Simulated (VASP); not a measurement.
Crystal: MgTl2PtC6N6.

```
Mg Tl Pt C N
1.0
     0.00000    5.16200    5.16200
     5.16200    0.00000    5.16200
     5.16200    5.16200    0.00000
Mg Tl Pt C N
1 2 1 6 6
Cartesian
  5.1620 5.1620 5.1620
  2.5810 2.5810 2.5810
  7.7430 7.7430 7.7430
  0.0000 0.0000 0.0000
  1.9170 5.1620 5.1620
  5.1620 1.9170 5.1620
  5.1620 5.1620 1.9170
  8.4070 5.1620 5.1620
  5.1620 8.4070 5.1620
  5.1620 5.1620 8.4070
  3.0870 5.1620 5.1620
  5.1620 3.0870 5.1620
  5.1620 5.1620 3.0870
  7.2370 5.1620 5.1620
  5.1620 7.2370 5.1620
  5.1620 5.1620 7.2370
```

```yaml
Program: VASP 6.6.1
Task: relaxation of cell and atoms
Functional: PBE
Potentials_or_basis: VASP PAW PBE potentials, release 64 (Mg, Tl_d, Pt, C, N)
Cutoff: 600 eV
k_mesh: 4 × 4 × 4
Occupations: gaussian, width 0.1 eV
Spin: no spin polarisation
```

At the start: pressure 8.9 GPa; volume 17.19 Å³/atom.

**Question.** Where does the relaxation end?

**Answer.** Over 9 steps the energy falls by 101.9 meV/atom and the volume is 20.14 Å³/atom (+17.1 %); space group Fm-3m (No. 225, to 0.1 Å) before and after.

Step by step:
```csv
step,energy change (eV),largest force (eV/Å),pressure (GPa),volume (Å³)
1,0.0000,2.8049,8.91,275.10
2,4.2934,19.6646,18.90,314.96
3,-0.5610,3.8130,10.25,285.50
4,-1.3848,1.6386,4.39,303.34
5,-1.5827,0.9307,-1.74,330.11
6,-1.6283,0.2382,-0.19,322.22
7,-1.6285,0.1849,0.00,321.45
8,-1.6297,0.0660,0.08,322.32
9,-1.6298,0.0175,0.09,322.17
```

Final structure:
```
Mg Tl Pt C N
1.0
     0.00000    5.44106    5.44106
     5.44106    0.00000    5.44106
     5.44106    5.44106    0.00000
Mg Tl Pt C N
1 2 1 6 6
Direct
  0.50000 0.50000 0.50000
  0.25000 0.25000 0.25000
  0.75000 0.75000 0.75000
  0.00000 0.00000 0.00000
  0.80619 0.19381 0.19381
  0.19381 0.80619 0.19381
  0.19381 0.19381 0.80619
  0.19381 0.80619 0.80619
  0.80619 0.19381 0.80619
  0.80619 0.80619 0.19381
  0.69862 0.30138 0.30138
  0.30138 0.69862 0.30138
  0.30138 0.30138 0.69862
  0.30138 0.69862 0.69862
  0.69862 0.30138 0.69862
  0.69862 0.69862 0.30138
```

Caveat: the volume moved by over 15 % at a fixed basis, so the end points are rough.
